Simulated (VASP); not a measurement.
A run of VASP 6.6.1 is set up as follows.

Contents of INCAR:

```
SYSTEM = SiC
PREC = Accurate
ENCUT = 600
EDIFF = 1E-6
ISMEAR = 0
SIGMA = 0.01
LREAL = .FALSE.
LASPH = .TRUE.
NELM = 120
ALGO = Normal
ISIF = 2
LWAVE = .FALSE.
LCHARG = .FALSE.
GGA = PE
NBANDS = 36
GGA_COMPAT = .FALSE.
```

KPOINTS

```
regular mesh
0
G
  8 8 2
  0 0 0
```

POSCAR

```
SiC
1.0
    3.0938374166      0.0000000000      0.0000000000
   -1.5469187083      2.6793417980      0.0000000000
    0.0000000000      0.0000000000     15.1814031222
Si C
6 6
Direct
    0.0000000000      0.0000000000      0.1250372901
    0.0000000000      0.0000000000      0.6250372901
    0.3333333333      0.6666666667      0.2918105090
    0.6666666667      0.3333333333      0.7918105090
    0.3333333333      0.6666666667      0.9583040634
    0.6666666667      0.3333333333      0.4583040634
    1.0000000000      1.0000000000      0.9996867599
    1.0000000000      1.0000000000      0.4996867599
    0.3333333333      0.6666666667      0.1668398105
    0.6666666667      0.3333333333      0.6668398105
    0.3333333333      0.6666666667      0.8333215671
    0.6666666667      0.3333333333      0.3333215671
```

Potentials or basis: VASP PAW PBE potentials, release 64 (Si, C).

Run with:

```bash
$ cat potpaw_PBE.64/Si/POTCAR potpaw_PBE.64/C/POTCAR > POTCAR
$ mpirun -np 1 vasp_std > vasp.out
```

(1) Estimate the pressure.

(2) Predict the largest force.

Answers

(1) 0.0 GPa.

(2) 0.005 eV/Å.
